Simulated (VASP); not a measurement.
# PbS (Fm-3m) in VASP: notebook

Aim: see how the results for PbS move with the level of theory and the settings. Levels: r2SCAN-based global hybrid with 10 % exact exchange, r2SCAN-based global hybrid with 15 % exact exchange, LDA, r2SCAN+D4, r2SCAN+D3(BJ). Tasks: single point.

All numbers are computed with VASP 6.6.1; they aren't measurements. Logs are shortened: lines on timing, memory, paths and dates and some standing lists are left out, and cuts for length are marked.

### Step 1. The cell of the first run

The structure is cubic, space group Fm-3m (No. 225). The conventional cell has a = 5.931 Å, b = 5.931 Å, c = 5.931 Å, α = 90.00°, β = 90.00°, γ = 90.00°. Within 3.9 Å of Pb (site symmetry m-3m) lie 6 S at 2.97 Å. Within 3.9 Å of S (site symmetry m-3m) lie 6 Pb at 2.97 Å.

### Step 2. Single point, r2SCAN-based global hybrid with 10 % exact exchange

POSCAR

```
PbS
1.0
    0.0000000000      2.9657500000      2.9657500000
    2.9657500000      0.0000000000      2.9657500000
    2.9657500000      2.9657500000      0.0000000000
Pb S
1 1
Direct
    0.0000000000      0.0000000000      0.0000000000
    0.5000000000      0.5000000000      0.5000000000
```

INCAR.step1

```
ALGO     = Normal         # electronic algorithm
EDIFF    = 1E-5           # SCF threshold, eV
ENCUT    = 520            # plane-wave cutoff, eV
GGA      = PE             # functional
ISIF     = 2              # what is computed and relaxed
ISMEAR   = -1             # smearing method
LASPH    = True           # aspherical terms in the spheres
LREAL    = False          # projectors in reciprocal space
LWAVE    = True           # write WAVECAR
NBANDS   = 17             # bands
NELM     = 80             # most SCF steps
PREC     = Accurate       # precision mode
SIGMA    = 0.05           # smearing width, eV
```

INCAR.step2

```
AEXX     = 0.1            # exact-exchange fraction
ALGO     = Normal         # electronic algorithm
EDIFF    = 1E-6           # SCF threshold, eV
ENCUT    = 520            # plane-wave cutoff, eV
ISIF     = 2              # what is computed and relaxed
ISMEAR   = -1             # smearing method
ISTART   = 1            
LASPH    = True           # aspherical terms in the spheres
LCHARG   = True           # write CHGCAR
LELF     = True           # ELF
LHFCALC  = True           # exact exchange
LMIXTAU  = True         
LREAL    = False          # projectors in reciprocal space
LVHAR    = True         
LWAVE    = False          # write WAVECAR
METAGGA  = R2SCAN         # meta-GGA
NBANDS   = 17             # bands
NELM     = 80             # most SCF steps
PREC     = Accurate       # precision mode
PRECFOCK = Normal       
SIGMA    = 0.05           # smearing width, eV
```

KPOINTS

```
k-points
0
Gamma
  5 5 5
```

Potentials or basis: VASP PAW PBE potentials, release 64 (Pb_d, S).

Command:

```
cat potpaw_PBE.64/Pb_d/POTCAR potpaw_PBE.64/S/POTCAR > POTCAR
cp INCAR.step1 INCAR
mpirun -np 1 vasp_std > vasp.out
cp INCAR.step2 INCAR
mpirun -np 1 vasp_std > vasp.out
```

OUTCAR:

```text
AEXX = 0.1
   EDIFF = 1E-6
   ENCUT = 520
   ISIF = 2
   ISMEAR = -1
   ISTART = 1
   LASPH = True
   LHFCALC = True
   LREAL = False
   METAGGA = R2SCAN
   NELM = 80
   PREC = Accurate
   PRECFOCK = Normal

 ion  position               nearest neighbor table
   1  0.000  0.000  0.000-   2 2.97   2 2.97   2 2.97   2 2.97   2 2.97   2 2.97
   2  0.500  0.500  0.500-   1 2.97   1 2.97   1 2.97   1 2.97   1 2.97   1 2.97

  LATTYP: Found a face centered cubic cell.
 ALAT       =     5.9315000000

  Lattice vectors:

 A1 = (   0.0000000000,   2.9657500000,   2.9657500000)
 A2 = (   2.9657500000,   0.0000000000,   2.9657500000)
 A3 = (   2.9657500000,   2.9657500000,   0.0000000000)

Analysis of symmetry for initial positions (statically):
=====================================================================
 Subroutine PRICEL returns:
 Original cell was already a primitive cell.

 Routine SETGRP: Setting up the symmetry group for a
 face centered cubic supercell.

 Subroutine GETGRP returns: Found 48 space group operations
 (whereof 48 operations were pure point group operations)
 out of a pool of 48 trial point group operations.

The static configuration has the point symmetry O_h .

Analysis of symmetry for dynamics (positions and initial velocities):
=====================================================================
 Subroutine PRICEL returns:
 Original cell was already a primitive cell.

 Routine SETGRP: Setting up the symmetry group for a
 face centered cubic supercell.

 Subroutine GETGRP returns: Found 48 space group operations
 (whereof 48 operations were pure point group operations)
 out of a pool of 48 trial point group operations.

The dynamic configuration has the point symmetry O_h .

 Subroutine INISYM returns: Found 48 space group operations
 (whereof 48 operations are pure point group operations),
 and found     1 'primitive' translations

----------------------------------------------------------------------------------------

                                     Primitive cell

  volume of cell :      52.1715

  direct lattice vectors                    reciprocal lattice vectors
     0.000000000  2.965750000  2.965750000    -0.168591419  0.168591419  0.168591419
     2.965750000  0.000000000  2.965750000     0.168591419 -0.168591419  0.168591419
     2.965750000  2.965750000  0.000000000     0.168591419  0.168591419 -0.168591419

[... 73 lines left out ...]
   NFREE  =      0    steps in history (QN), initial steepest desc. (CG)
   ISIF   =      2    stress and relaxation
   ISYM   =      3    0-nonsym 1-usesym 2-fastsym
   POTIM  = 0.5000    time-step for ionic-motion
   TEBEG  =    0.0;   TEEND  =   0.0 temperature during run
   PSTRESS=    0.0 pullay stress
   NELECT =      20.0000    total number of electrons
   NUPDOWN=      -1.0000    fix difference up-down
   EMIN   =  10.00;   EMAX   =-10.00  energy-range for DOS
   EFERMI =   0.00;   METHOD = LEGACY
   ISMEAR =    -1;   SIGMA  =   0.05  broadening in eV -4-tet -1-fermi 0-gaus
   EFERMI_NEDOS =   21; number of points for ismear=-14 and -15
   IALGO  =     38    algorithm
   IMIX   =      1    mixing-type and parameters
     AMIX     =   0.40;   BMIX     =  1.00
     AMIX_MAG =   1.60;   BMIX_MAG =  1.00
  volume/ion in A,a.u.               =      26.09       176.04
  Fermi-wavevector in a.u.,A,eV,Ry     =   1.189251  2.247359 19.242973  1.414319
  Thomas-Fermi vector in A             =   2.325363
   LORBIT       =      0    0 simple, 1 ext, 2 COOP (PROOUT), +10 PAW based schemes
   METAGGA = R2SCAN    functional components
   LHFCALC =     T    Hartree Fock is set to
   PRECFOCK=normal    Normal, Fast or Accurate (Low or Medium for compatibility)
   ENCUT4O =  -1.0   cutoff for four orbital integrals eV
   NKREDX  =     1    reduce k-point grid by
   NKREDY  =     1    reduce k-point grid by
   NKREDZ  =     1    reduce k-point grid by
   AEXX    =    0.1000 exact exchange contribution
   HFSCREEN=    0.0000 screening length (either q_TF or 0.3 A-1)
   HFSCREENC=   0.0000 screening length for correlation (either q_TF or 0.3 A-1)
   ENCUTFOCK=  -1.0 apply spherical cutoff to Coloumb kernel
   IVDW    =     0    specifies the selected vdW correction
   LEPSILON=     F    determine dielectric tensor
   LRPA    =     F    only Hartree local field effects (RPA)
 non-spin polarized calculation
  energy-cutoff  :      520.00
  volume of cell :       52.17
 maximum number of plane-waves:      1422
  NGX = 24; NGY = 24; NGZ = 24

 number of electron      19.9999998 magnetization

 Free energy of the ion-electron system (eV)
  ---------------------------------------------------
  ext. energy  EPLUGINS =         0.00000000
  ---------------------------------------------------
  free energy    TOTEN  =       -61.13365667 eV

  energy without entropy =      -61.13365667  energy(sigma->0) =      -61.13365667

 E-fermi :   6.0552     XC(G=0):  -9.3600

 val. band max:        5.1272164310   @ k =   0.4000   0.0000   0.0000
 cond. band min:       6.9866169058   @ k =   0.4000   0.0000   0.0000
 fundamental gap:      1.8594004749
 Fermi energy:         6.0552101721

 k-point     1 :       0.0000    0.0000    0.0000
  band No.  band energies     occupation
      1     -12.6387      2.00000
      2     -12.6387      2.00000
      3     -12.6387      2.00000
      4     -12.6290      2.00000
      5     -12.6290      2.00000
      6      -9.3101      2.00000
[... 177 lines left out ...]
      4     -12.6061      2.00000
      5     -12.5845      2.00000
      6      -7.6589      2.00000
[... 9 lines left out ...]
     16      18.2051      0.00000
     17      18.3753      0.00000

------------------------ aborting loop because EDIFF is reached ----------------------------------------

  FORCE on cell =-STRESS in cart. coord.  units (eV):
  Direction    XX          YY          ZZ          XY          YZ          ZX
  --------------------------------------------------------------------------------------
  -------------------------------------------------------------------------------------
  Total        0.2975196      0.2975196      0.2975196      0.0000000      0.0000000      0.0000000
  in kB        9.1367670      9.1367670      9.1367670      0.0000000      0.0000000      0.0000000
  external PRESSURE =       9.1367670 kB  Pullay stress =       0.0000000 kB

 VOLUME and BASIS-vectors are now :
 -----------------------------------------------------------------------------
  energy-cutoff  :      520.00
  volume of cell :       52.17
      direct lattice vectors                 reciprocal lattice vectors
     0.000000000  2.965750000  2.965750000    -0.168591419  0.168591419  0.168591419
     2.965750000  0.000000000  2.965750000     0.168591419 -0.168591419  0.168591419
     2.965750000  2.965750000  0.000000000     0.168591419  0.168591419 -0.168591419

 POSITION                                       TOTAL-FORCE (eV/Angst)
 -----------------------------------------------------------------------------------
      0.00000      0.00000      0.00000         0.000000      0.000000     -0.000000
      2.96575      2.96575      2.96575        -0.000000     -0.000000      0.000000
 -----------------------------------------------------------------------------------
    total drift:                               -0.000000      0.000000      0.000000

  FREE ENERGIE OF THE ION-ELECTRON SYSTEM (eV)
  ---------------------------------------------------
  free  energy   TOTEN  =       -61.1336566717 eV

  energy  without entropy=      -61.1336566696  energy(sigma->0) =      -61.13365667
```

OUTCAR.step1:

```text
EDIFF = 1E-5
   ENCUT = 520
   GGA = PE
   ISIF = 2
   ISMEAR = -1
[... 403 lines left out ...]
 -----------------------------------------------------------------------------------
      0.00000      0.00000      0.00000        -0.000000      0.000000     -0.000000
      2.96575      2.96575      2.96575         0.000000     -0.000000      0.000000
 -----------------------------------------------------------------------------------
    total drift:                                0.000000     -0.000000     -0.000000

  FREE ENERGIE OF THE ION-ELECTRON SYSTEM (eV)
  ---------------------------------------------------
  free  energy   TOTEN  =        -8.7685593663 eV

  energy  without entropy=       -8.7685589481  energy(sigma->0) =       -8.76855916
```

OSZICAR.step1:

```text
N       E                     dE             d eps       ncg     rms          rms(c)
DAV:   1     0.157254761977E+03    0.15725E+03   -0.95967E+03   340   0.124E+03
DAV:   2     0.321644426764E+01   -0.15404E+03   -0.14883E+03   365   0.308E+02
DAV:   3    -0.891512595614E+01   -0.12132E+02   -0.12053E+02   431   0.920E+01
DAV:   4    -0.923717129978E+01   -0.32205E+00   -0.32144E+00   421   0.163E+01
DAV:   5    -0.924679096183E+01   -0.96197E-02   -0.96190E-02   504   0.270E+00    0.472E+00
DAV:   6    -0.876499090004E+01    0.48180E+00   -0.13757E+00   541   0.800E+00    0.335E+00
DAV:   7    -0.876550963000E+01   -0.51873E-03   -0.14171E-01   405   0.190E+00    0.191E+00
DAV:   8    -0.876881993678E+01   -0.33103E-02   -0.15906E-02   404   0.132E+00    0.244E-01
DAV:   9    -0.876838098436E+01    0.43895E-03   -0.32232E-03   527   0.484E-01    0.811E-02
DAV:  10    -0.876854955253E+01   -0.16857E-03   -0.35593E-04   408   0.107E-01    0.454E-02
DAV:  11    -0.876855936634E+01   -0.98138E-05   -0.43060E-05   470   0.690E-02
   1 F= -.87685594E+01 E0= -.87685592E+01  d E =-.418196E-06
```

Wall time 28 min (1 thread of Intel Xeon Platinum 8375C at 2.90GHz (Ice Lake), shared host); peak memory 0.2 GiB.

Results:

```yaml
Free_energy: -61.1337 eV
Pressure: 0.9 GPa
```

Levels at points of the mesh, in eV from the Fermi level:
| k point | band 8 | band 9 | band 10 | band 11 | band 12 | band 13 |
| --- | --- | --- | --- | --- | --- | --- |
| (0.00, 0.00, 0.00) | -3.06 | -3.06 | -3.06 | 5.54 | 5.54 | 5.54 |

Caveat: this odd mesh misses L, so gap, dielectric constants and Born charges aren't listed; the PAW data sets were made with another functional, which shifts forces and pressure a little; spin-orbit coupling is left out, which moves the levels of the heavy elements.

### Step 3. Single point, r2SCAN-based global hybrid with 15 % exact exchange

POSCAR is that of step 2.

INCAR.step1

```
ALGO     = Normal         # electronic algorithm
EDIFF    = 1E-5           # SCF threshold, eV
ENCUT    = 520            # plane-wave cutoff, eV
GGA      = PE             # functional
ISIF     = 2              # what is computed and relaxed
ISMEAR   = -1             # smearing method
LASPH    = T              # aspherical terms in the spheres
LCHARG   = F              # write CHGCAR
LREAL    = F              # projectors in reciprocal space
LWAVE    = T              # write WAVECAR
NBANDS   = 17             # bands
NELM     = 60             # most SCF steps
PREC     = Accurate       # precision mode
SIGMA    = 0.05           # smearing width, eV
```

INCAR.step2

```
AEXX     = 0.15           # exact-exchange fraction
ALGO     = Normal         # electronic algorithm
EDIFF    = 1E-6           # SCF threshold, eV
ENCUT    = 520            # plane-wave cutoff, eV
ISIF     = 2              # what is computed and relaxed
ISMEAR   = -1             # smearing method
ISTART   = 1            
LASPH    = T              # aspherical terms in the spheres
LCHARG   = F              # write CHGCAR
LHFCALC  = T              # exact exchange
LMIXTAU  = T            
LREAL    = F              # projectors in reciprocal space
LWAVE    = F              # write WAVECAR
METAGGA  = R2SCAN         # meta-GGA
NBANDS   = 17             # bands
NELM     = 60             # most SCF steps
PREC     = Accurate       # precision mode
PRECFOCK = Normal       
SIGMA    = 0.05           # smearing width, eV
```

KPOINTS is that of step 2.

Potentials or basis: VASP PAW PBE potentials, release 64 (Pb_d, S).

Command:

```
cat potpaw_PBE.64/Pb_d/POTCAR potpaw_PBE.64/S/POTCAR > POTCAR
cp INCAR.step1 INCAR
mpirun -np 1 vasp_std > vasp.out
cp INCAR.step2 INCAR
mpirun -np 1 vasp_std > vasp.out
```

Run time: 25 min. Hardware: 1 thread of Intel Xeon Platinum 8375C at 2.90GHz (Ice Lake), shared host; peak memory 0.2 GiB.

Results (log left out):

```yaml
Free_energy: -58.8965 eV
Pressure: 0.8 GPa
```

Levels at points of the mesh, in eV from the Fermi level:
| k point | band 8 | band 9 | band 10 | band 11 | band 12 | band 13 |
| --- | --- | --- | --- | --- | --- | --- |
| (0.00, 0.00, 0.00) | -3.23 | -3.23 | -3.23 | 5.73 | 5.73 | 5.73 |

Caveat: this odd mesh misses L, so gap, dielectric constants and Born charges aren't listed; the PAW data sets were made with another functional, which shifts forces and pressure a little; spin-orbit coupling is left out, which moves the levels of the heavy elements.

### Step 4. Single point, LDA (20.87 Å³/atom)

This run uses another cell than the first one, of 20.87 Å³/atom.

INCAR

```
SYSTEM = PbS
PREC = Accurate
ENCUT = 520
EDIFF = 1E-6
ISMEAR = 0
SIGMA = 0.1
LREAL = .False.
LASPH = .True.
NELM = 100
ALGO = Normal
ISIF = 2
LWAVE = .False.
LCHARG = .True.
GGA = CA
LELF = .True.
LVHAR = .True.
NBANDS = 17
```

KPOINTS

```
regular mesh
0
Gamma
  8 8 8
  0 0 0
```

POSCAR

```
PbS
1.0
    0.0000000000      2.7531584167      2.7531584167
    2.7531584167      0.0000000000      2.7531584167
    2.7531584167      2.7531584167      0.0000000000
Pb S
1 1
Direct
    0.0000000000      0.0000000000      0.0000000000
    0.5000000000      0.5000000000      0.5000000000
```

Potentials or basis: VASP PAW LDA potentials, release 64 (Pb_d, S).

Command:

```
cat potpaw_LDA.64/Pb_d/POTCAR potpaw_LDA.64/S/POTCAR > POTCAR
mpirun -np 1 vasp_std > vasp.out
```

It took 20 s on 1 thread of Intel Xeon Platinum 8259CL at 2.50GHz (Skylake/Cascade Lake), shared host; peak memory 0.15 GiB.

It converged, with:

- Free energy: -9.6288 eV
- Pressure: 16.9 GPa
- Band gap on the k mesh: 0.87 eV (least direct gap 0.88 eV)

Levels at points of the mesh, in eV from the valence-band top:
| k point | band 8 | band 9 | band 10 | band 11 | band 12 | band 13 |
| --- | --- | --- | --- | --- | --- | --- |
| (0.00, 0.00, 0.00) | -2.93 | -2.93 | -2.93 | 6.21 | 6.21 | 6.21 |
| (0.50, 0.00, 0.00) | -2.27 | -2.27 | 0.00 | 0.88 | 1.66 | 1.66 |
| (0.50, 0.50, 0.00) | -6.94 | -4.63 | -4.63 | 3.12 | 6.68 | 6.92 |

Caveat: the cell stands under pressure; spin-orbit coupling is left out, which moves the levels of the heavy elements.

[end of part 1 of 2]
